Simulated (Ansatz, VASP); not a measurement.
## One calculation of LiF, two programs

File POSCAR:

```
LiF
1.0
    0.0000000000      2.0240700000      2.0140000000
    2.0140000000      0.0000000000      2.0140000000
    2.0140000000      2.0240700000      0.0000000000
Li F
1 1
Direct
    0.0000000000      0.0000000000      0.0000000000
    0.5000000000      0.5000000000      0.5000000000
```

File INCAR.step1:

```
  ALGO = Normal
  EDIFF = 1E-4
  ENCUT = 520
  GGA = PE
  ISMEAR = 0
  LASPH = True
  LCHARG = False
  LREAL = False
  LWAVE = True
  NBANDS = 12
  NELM = 100
  PREC = Accurate
  SIGMA = 0.05
```

INCAR.step2

```
  ALGO = Normal
  EDIFF = 1E-6
  ENCUT = 520
  ISIF = 2
  ISMEAR = 0
  ISTART = 1
  LASPH = True
  LCHARG = True
  LELF = True
  LMIXTAU = True
  LREAL = False
  LVHAR = True
  LWAVE = False
  METAGGA = R2SCAN
  NBANDS = 12
  NELM = 100
  PREC = Accurate
  SIGMA = 0.05
```

File KPOINTS:

```
k-points
0
Gamma
  10 10 10
```

Input for Ansatz:

```yaml
crystal:
  lattice:
    - [0.0, 2.02407, 2.014]
    - [2.014, 0.0, 2.014]
    - [2.014, 2.02407, 0.0]
  atoms:
    - { symbol: Li, position: [0.0, 0.0, 0.0] }
    - { symbol: F, position: [0.5, 0.5, 0.5] }
basis:
  ecutwfc: 500
kpoints:
  mp_grid: { grid: [10, 10, 10] }
hamiltonian:
  xc: r2scan
scf:
  occupations: { method: gaussian, width: 0.05 }
output:
  forces: true
  stress: true
  eigenvalues: true
  write_density: true
  write_potential: true
  elf: true
  volumetric_format: npy
```

Change from the starting cell: strain +0.0050 x Voigt [0, 1, 0, 0, 0, 0], atoms carried along.

Alike in both runs: task single point; functional r2SCAN; k mesh 10 × 10 × 10; occupations gaussian, width 0.05 eV; no spin polarisation.

|  | VASP | Ansatz |
| --- | --- | --- |
| version | VASP 6.6.1 | Ansatz 0.2.0 |
| potentials or method | VASP PAW PBE potentials, release 64 (Li_sv, F), cutoff 520 eV | scalar-relativistic, plane waves, PAW |
| valence electrons in the cell | 10 | 10 |

```tsv
	VASP	Ansatz	Ansatz less VASP
gap on the k mesh at the Fermi level (eV)	10.21	10.01	-0.202
least direct gap on the mesh (eV)	10.21	10.01	-0.202
```

VASP's potentials were made for PBE, not for r2SCAN. The functional is the same, so the differences come from potentials, cutoffs and numerics.

Noted on VASP's run: the cutoff is short for stress, so the pressure is rough.
